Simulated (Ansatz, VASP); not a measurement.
# Two plane-wave programs on Co

```
Co
1.0
     2.31884    0.00000    0.00000
    -1.15942    2.00817    0.00000
     0.00000    0.00000    3.74341
Co
2
Cartesian
  0.0000 1.3388 0.9359
  1.1594 0.6694 2.8076
```

Change from the starting cell: volume scaled by 0.84, PAW files.

Alike in both runs: task single point; functional PBEsol; k mesh 20 × 20 × 11; occupations fermi-dirac, width 0.05 eV; collinear spin.

|  | VASP | Ansatz |
| --- | --- | --- |
| version | VASP 6.6.1 | Ansatz 0.2.0 |
| potentials or method | VASP PAW PBE potentials, release 64 (Co) | PAW with Ansatz's default frozen-core files, scalar-relativistic |
| plane-wave cutoff (eV) | 520 | 420 |
| valence electrons in the cell | 18 | 34 |

```tsv
	VASP	Ansatz	Ansatz less VASP
pressure (GPa)	60.7	62.7	+1.95
traceless stress, the component that is largest in VASP (GPa)	-0.08	0.00	+0.078
net moment per atom (μB)	1.35	1.35	-0.003
size of the moment on the site where the two differ most (μB)	1.33	1.39	+0.062
```

VASP's potentials were made for PBE, not for PBEsol. Site moments also hang on the region over which each program counts them. Both programs put the cell under a high pressure, so it lies far from rest at this level. VASP's potentials hold 18 valence electrons a cell and Ansatz's 34, so a difference there can come from the potentials and not from the codes.

Noted on VASP's run: the cell as given lies far from equilibrium.
